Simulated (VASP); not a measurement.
The system is HgTe.

```
Hg Te
1.0
     0.00000    3.21450    3.21450
     3.21450    0.00000    3.21450
     3.21450    3.21450    0.00000
Hg Te
1 1
Direct
  0.00000 0.00000 0.00000
  0.75000 0.75000 0.75000
```

Program: VASP 6.6.1. Alike in all runs: task single point; potentials or basis VASP PAW PBE potentials, release 64 (Hg, Te); no spin polarisation; cell as given; k mesh 4 × 4 × 4; cutoff (eV) 520; smearing fermi-dirac 0.05 eV.

Problem. Order these runs on this cell by their band gap on the k mesh, lowest first.
A. level r2SCAN0; share of exact exchange 0.25
B. level r2SCAN50; share of exact exchange 0.5
C. level PBEsol-based screened hybrid with 25 % exact exchange; share of exact exchange 0.25; screening parameter 0.207 1/Å

Solution. C (metal), A (0.87 eV), B (2.15 eV).

Caveats: all runs use coarse meshes; spin-orbit coupling is left out, which moves the levels of the heavy elements.

